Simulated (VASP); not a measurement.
# InP in VASP: further runs

Runs on InP. Level: PBE+D3(BJ). Tasks: single point.

Everything below comes from runs of VASP 6.6.1. Logs are shortened: lines on timing, memory, paths and dates and some standing lists are left out, and cuts for length are marked.

## (1) The cell of the first run

The cell holds a slab with vacuum, 12 atoms: a = 8.335 Å, b = 5.894 Å, c = 22.676 Å, α = 90.00°, β = 90.00°, γ = 90.00°.

## (2) Single point, PBE+D3(BJ)

INCAR

```
PREC = Accurate ; ENCUT = 400
EDIFF = 1E-6 ; ISMEAR = 0
SIGMA = 0.05 ; LREAL = F
LASPH = T ; NELM = 120
ALGO = Normal ; ISIF = 2
LWAVE = F ; LCHARG = T
LDIPOL = T ; IDIPOL = 3
DIPOL = 0.5 0.5 0.444 ; GGA = PE
IVDW = 12 ; LELF = T
LVHAR = T ; LVACPOTAV = T
NBANDS = 66 ; GGA_COMPAT = F
NELMDL = -8
```

KPOINTS

```
Automatic mesh
0
Gamma
  2 3 1
```

POSCAR

```
InP
1.0
    8.3347933365      0.0000000000      0.0000000000
    0.0000000000      5.8935888880      0.0000000000
    0.0000000000      0.0000000000     22.6758966682
In P
6 6
Direct
    0.2500000000      0.5000000000      0.3527975152
    0.7500000000      0.5000000000      0.3527975152
    0.5008356493      0.0563715253      0.4546539381
    0.0010220620      0.0550532373      0.4544100789
    0.7518583333      0.4895829797      0.5163643126
    0.2507389964      0.4885550597      0.5168373147
    0.5000000000      0.2500000000      0.3527975152
    0.0000000000      0.2500000000      0.3527975152
    0.7507011616      0.8037333655      0.4381206166
    0.2510665495      0.8030251466      0.4384100365
    0.0006169392      0.2815107254      0.5513792142
    0.5020893501      0.2846388847      0.5515153549
```

Potentials or basis: VASP PAW PBE potentials, release 64 (In_d, P).

Run with:

```console
cat potpaw_PBE.64/In_d/POTCAR potpaw_PBE.64/P/POTCAR > POTCAR
mpirun -np 1 vasp_std > vasp.out
```

OUTCAR:

```text
PREC = Accurate
   ENCUT = 400
   EDIFF = 1E-6
   ISMEAR = 0
   LREAL = F
   LASPH = T
   NELM = 120
   ISIF = 2
   GGA = PE
   IVDW = 12
   NELMDL = -8
 IVDW          = 12

 ion  position               nearest neighbor table
   1  0.250  0.500  0.353-   7 2.55   8 2.55  10 2.64   6 3.72
   2  0.750  0.500  0.353-   7 2.55   8 2.55   9 2.64   5 3.71
   3  0.501  0.056  0.455-  12 2.58   7 2.58   9 2.59  10 2.59   6 3.58   5 3.59
   4  0.001  0.055  0.454-  11 2.57   8 2.57  10 2.58   9 2.59   5 3.58   6 3.59
   5  0.752  0.490  0.516-  12 2.54  11 2.54   9 2.56   4 3.58   3 3.59   2 3.71
   6  0.251  0.489  0.517-  11 2.54  12 2.54  10 2.57   3 3.58   4 3.59   1 3.72
   7  0.500  0.250  0.353-   1 2.55   2 2.55   3 2.58
   8  0.000  0.250  0.353-   1 2.55   2 2.55   4 2.57
   9  0.751  0.804  0.438-   5 2.56   4 2.59   3 2.59   2 2.64
  10  0.251  0.803  0.438-   6 2.57   4 2.58   3 2.59   1 2.64
  11  0.001  0.282  0.551-   5 2.54   6 2.54   4 2.57
  12  0.502  0.285  0.552-   5 2.54   6 2.54   3 2.58

  LATTYP: Found a simple orthorhombic cell.
 ALAT       =     5.8935888880
 B/A-ratio  =     1.4142135624
 C/A-ratio  =     3.8475531801

  Lattice vectors:

 A1 = (   0.0000000000,  -5.8935888880,   0.0000000000)
 A2 = (   8.3347933365,   0.0000000000,   0.0000000000)
 A3 = (   0.0000000000,   0.0000000000,  22.6758966682)

Analysis of symmetry for initial positions (statically):
=====================================================================
 Subroutine PRICEL returns:
 Original cell was already a primitive cell.

 Routine SETGRP: Setting up the symmetry group for a
 simple orthorhombic supercell.

 Subroutine GETGRP returns: Found  1 space group operations
 (whereof  1 operations were pure point group operations)
 out of a pool of  8 trial point group operations.

The static configuration has the point symmetry C_1 .

Analysis of symmetry for dynamics (positions and initial velocities):
=====================================================================
 Subroutine PRICEL returns:
 Original cell was already a primitive cell.

 Routine SETGRP: Setting up the symmetry group for a
 simple orthorhombic supercell.

 Subroutine GETGRP returns: Found  1 space group operations
 (whereof  1 operations were pure point group operations)
 out of a pool of  8 trial point group operations.

The dynamic configuration has the point symmetry C_1 .

 Subroutine INISYM returns: Found  1 space group operations
 (whereof  1 operations are pure point group operations),
 and found     1 'primitive' translations

----------------------------------------------------------------------------------------

                                     Primitive cell

  volume of cell :    1113.8819

  direct lattice vectors                    reciprocal lattice vectors
     8.334793337  0.000000000  0.000000000     0.119978980  0.000000000  0.000000000
     0.000000000  5.893588888  0.000000000     0.000000000  0.169675900  0.000000000
     0.000000000  0.000000000 22.675896668     0.000000000  0.000000000  0.044099689

  length of vectors
     8.334793337  5.893588888 22.675896668     0.119978980  0.169675900  0.044099689

  position of ions in fractional coordinates (direct lattice)
     0.250000000  0.500000000  0.352797515
     0.750000000  0.500000000  0.352797515
     0.500835649  0.056371525  0.454653938
     0.001022062  0.055053237  0.454410079
     0.751858333  0.489582980  0.516364313
     0.250738996  0.488555060  0.516837315
     0.500000000  0.250000000  0.352797515
     0.000000000  0.250000000  0.352797515
     0.750701162  0.803733366  0.438120617
     0.251066550  0.803025147  0.438410037
     0.000616939  0.281510725  0.551379214
     0.502089350  0.284638885  0.551515355

  ion indices of the primitive-cell ions
   primitive index   ion index
                 1           1
                 2           2
                 3           3
                 4           4
                 5           5
                 6           6
                 7           7
                 8           8
                 9           9
                10          10
                11          11
                12          12

----------------------------------------------------------------------------------------

 KPOINTS: Automatic mesh

Automatic generation of k-mesh.
 Grid dimensions read from file:
 generate k-points for:    2    3    1

 Generating k-lattice:

  Cartesian coordinates                     Fractional coordinates (reciprocal lattice)
     0.059989490  0.000000000  0.000000000     0.500000000  0.000000000  0.000000000
     0.000000000  0.056558633  0.000000000     0.000000000  0.333333333  0.000000000
     0.000000000  0.000000000  0.044099689     0.000000000  0.000000000  1.000000000

  Length of vectors
     0.059989490  0.056558633  0.044099689

  Shift w.r.t. Gamma in fractional coordinates (k-lattice)
     0.000000000  0.000000000  0.000000000

 Subroutine IBZKPT returns following result:
 ===========================================

 Found      4 irreducible k-points:

 Following reciprocal coordinates:
            Coordinates               Weight
  0.000000  0.000000  0.000000      1.000000
  0.500000  0.000000  0.000000      1.000000
  0.000000  0.333333  0.000000      2.000000
  0.500000  0.333333  0.000000      2.000000
   k-points           NKPTS =      4   k-points in BZ     NKDIM =      4   number of bands    NBANDS=     66
   number of dos      NEDOS =    301   number of ions     NIONS =     12
   total plane-waves  NPLWV = 324000
   dimension x,y,z NGX =    54 NGY =   40 NGZ =  150
   dimension x,y,z NGXF=   108 NGYF=   80 NGZF=  300
   ions per type =               6   6
   NGX,Y,Z   is equivalent  to a cutoff of  10.77, 11.28, 11.00 a.u.
   NGXF,Y,Z  is equivalent  to a cutoff of  21.54, 22.57, 21.99 a.u.
 SYSTEM =  unknown system
   PREC   = accura    normal or accurate (medium, high low for compatibility)
   ISTART =      0    job   : 0-new  1-cont  2-samecut
   ICHARG =      2    charge: 1-file 2-atom 10-const
   ISPIN  =      1    spin polarized calculation?
   LNONCOLLINEAR =      F non collinear calculations
   LSORBIT =      F    spin-orbit coupling
   LASPH  =      T    aspherical Exc in radial PAW
   ENCUT  =  400.0 eV  29.40 Ry    5.42 a.u.  13.59  9.61 36.98*2*pi/ulx,y,z
   NELM   =    120;   NELMIN=  2; NELMDL= -8     # of ELM steps
   EDIFF  = 0.1E-05   stopping-criterion for ELM
   LREAL  =      F    real-space projection
   EDIFFG = 0.1E-04   stopping-criterion for IOM
   NSW    =      0    number of steps for IOM
   IBRION =     -1    ionic relax: 0-MD 1-quasi-New 2-CG
   NFREE  =      0    steps in history (QN), initial steepest desc. (CG)
   ISIF   =      2    stress and relaxation
   ISYM   =      2    0-nonsym 1-usesym 2-fastsym
   POTIM  = 0.5000    time-step for ionic-motion
   TEBEG  =    0.0;   TEEND  =   0.0 temperature during run
   PSTRESS=    0.0 pullay stress
   NELECT =     108.0000    total number of electrons
   NUPDOWN=      -1.0000    fix difference up-down
   EMIN   =  10.00;   EMAX   =-10.00  energy-range for DOS
   EFERMI =   0.00;   METHOD = LEGACY
   ISMEAR =     0;   SIGMA  =   0.05  broadening in eV -4-tet -1-fermi 0-gaus
   EFERMI_NEDOS =   21; number of points for ismear=-14 and -15
   IALGO  =     38    algorithm
   IMIX   =      4    mixing-type and parameters
     AMIX     =   0.40;   BMIX     =  1.00
     AMIX_MAG =   1.60;   BMIX_MAG =  1.00
  volume/ion in A,a.u.               =      92.82       626.40
  Fermi-wavevector in a.u.,A,eV,Ry     =   0.752090  1.421244  7.695987  0.565639
  Thomas-Fermi vector in A             =   1.849221
   LORBIT       =      0    0 simple, 1 ext, 2 COOP (PROOUT), +10 PAW based schemes
   GGA     = PE    functional components
   LHFCALC =     F    Hartree Fock is set to
   AEXX    =    0.0000 exact exchange contribution
   IVDW    =    12    specifies the selected vdW correction
   LEPSILON=     F    determine dielectric tensor
   LRPA    =     F    only Hartree local field effects (RPA)
 non-spin polarized calculation
 Gauss-broadening in eV      SIGMA  =   0.05
  energy-cutoff  :      400.00
  volume of cell :     1113.88
 maximum number of plane-waves:     20273
   NGX = 27   NGY = 19   NGZ = 73

 number of electron     107.9999992 magnetization

 dipolmoment           0.000000      0.000000      0.136031 electrons x Angstroem

 Free energy of the ion-electron system (eV)
  ---------------------------------------------------
  ext. energy  EPLUGINS =         0.00000000
  ---------------------------------------------------
  free energy    TOTEN  =       -45.85872417 eV

  energy without entropy =      -45.85872417  energy(sigma->0) =      -45.85872417

 E-fermi :  -1.9826     XC(G=0):  -3.1861

 val. band max:       -2.2065324388   @ k =   0.0000   0.0000   0.0000
 cond. band min:      -1.5331191536   @ k =   0.0000   0.3333   0.0000
 fundamental gap:      0.6734132852
 Fermi energy:        -1.9826094913

 k-point     1 :       0.0000    0.0000    0.0000
  band No.  band energies     occupation
      1     -16.6127      2.00000
      2     -16.6050      2.00000
      3     -16.5626      2.00000
      4     -16.5346      2.00000
      5     -16.5275      2.00000
      6     -16.5205      2.00000
[... 58 lines left out ...]
     65       1.4640      0.00000
     66       1.9679      0.00000

 k-point     2 :       0.5000    0.0000    0.0000
  band No.  band energies     occupation
      1     -16.6082      2.00000
      2     -16.6066      2.00000
      3     -16.5490      2.00000
      4     -16.5471      2.00000
      5     -16.5217      2.00000
      6     -16.5202      2.00000
[... 58 lines left out ...]
     65       2.0991      0.00000
     66       2.1089      0.00000

 k-point     3 :       0.0000    0.3333    0.0000
  band No.  band energies     occupation
      1     -16.6219      2.00000
      2     -16.5899      2.00000
      3     -16.5586      2.00000
      4     -16.5325      2.00000
      5     -16.5288      2.00000
      6     -16.5195      2.00000
[... 58 lines left out ...]
     65       1.6979      0.00000
     66       2.0514      0.00000

 k-point     4 :       0.5000    0.3333    0.0000
  band No.  band energies     occupation
      1     -16.6058      2.00000
      2     -16.6041      2.00000
      3     -16.5464      2.00000
      4     -16.5444      2.00000
      5     -16.5246      2.00000
      6     -16.5234      2.00000
[... 58 lines left out ...]
     65       2.3397      0.00000
     66       2.3517      0.00000

------------------------ aborting loop because EDIFF is reached ----------------------------------------

 Edisp (eV)   -2.31483

 E8    (eV) :    -1.0778

  FORCE on cell =-STRESS in cart. coord.  units (eV):
  Direction    XX          YY          ZZ          XY          YZ          ZX
  --------------------------------------------------------------------------------------
  -------------------------------------------------------------------------------------
  Total      -3.67850    -5.37454     0.01881    -0.00480     0.00017    -0.04312
  in kB      -5.29105    -7.73060     0.02705    -0.00690     0.00024    -0.06202
  external pressure =       -4.33 kB  Pullay stress =        0.00 kB

 VOLUME and BASIS-vectors are now :
 -----------------------------------------------------------------------------
  energy-cutoff  :      400.00
  volume of cell :     1113.88
      direct lattice vectors                 reciprocal lattice vectors
     8.334793337  0.000000000  0.000000000     0.119978980  0.000000000  0.000000000
     0.000000000  5.893588888  0.000000000     0.000000000  0.169675900  0.000000000
     0.000000000  0.000000000 22.675896668     0.000000000  0.000000000  0.044099689

 POSITION                                       TOTAL-FORCE (eV/Angst)
 -----------------------------------------------------------------------------------
      2.08370      2.94679      8.00000         0.001842     -0.441845      0.922677
      6.25110      2.94679      8.00000        -0.002235     -0.445872      0.914671
      4.17436      0.33223     10.30969        -0.001049      0.013989     -0.003806
      0.00852      0.32446     10.30416         0.001711      0.017494     -0.015094
      6.26658      2.88540     11.70902        -0.004950     -0.003968     -0.002520
      2.08986      2.87934     11.71975         0.012510     -0.013586     -0.008435
      4.16740      1.47340      8.00000         0.002994      0.431860     -0.925188
      0.00000      1.47340      8.00000         0.005382      0.441800     -0.932375
      6.25694      4.73687      9.93478        -0.000534      0.003188     -0.001584
      2.09259      4.73270      9.94134        -0.000696     -0.000226      0.003106
      0.00514      1.65911     12.50302         0.022994      0.017973      0.028455
      4.18481      1.67754     12.50611        -0.037968     -0.020810      0.020092
 -----------------------------------------------------------------------------------
    total drift:                                0.003595      0.000721      0.000267

  FREE ENERGIE OF THE ION-ELECTRON SYSTEM (eV)
  ---------------------------------------------------
  free  energy   TOTEN  =       -48.1735509863 eV

  energy  without entropy=      -48.1735509863  energy(sigma->0) =      -48.17355099

 vacuum level on the upper side and lower side of the slab         2.995         2.493
```

Wall time 14 min (1 thread of Oxide Virtual Turin-like, shared host); peak memory 0.67 GiB.

What came out:

| Item | Value |
| --- | --- |
| Free energy | -48.1736 eV |
| Largest force | 1.032 eV/Å |
| Band gap on the k mesh | 0.67 eV |
| Dispersion energy per atom | -0.193 eV |

Forces on the atoms (eV/Å):
```
In   0.002 -0.442  0.923
In  -0.002 -0.446  0.915
In  -0.001  0.014 -0.004
In   0.002  0.017 -0.015
In  -0.005 -0.004 -0.003
In   0.013 -0.014 -0.008
P    0.003  0.432 -0.925
P    0.005  0.442 -0.932
P   -0.001  0.003 -0.002
P   -0.001  0.000  0.003
P    0.023  0.018  0.028
P   -0.038 -0.021  0.020
```

Levels at points of the mesh, in eV from the valence-band top:
| k point | band 52 | band 53 | band 54 | band 55 | band 56 | band 57 |
| --- | --- | --- | --- | --- | --- | --- |
| (0.00, 0.00, 0.00) | -0.51 | -0.28 | 0.00 | 0.68 | 0.81 | 1.67 |
| (0.50, 0.00, 0.00) | -0.75 | -0.38 | -0.38 | 1.14 | 1.14 | 2.23 |

Caveat: semilocal functionals underestimate gaps, and a narrow one can read as zero; spin-orbit coupling is left out, which moves the levels of the heavy elements.

(Continued in part 2 of 2.)
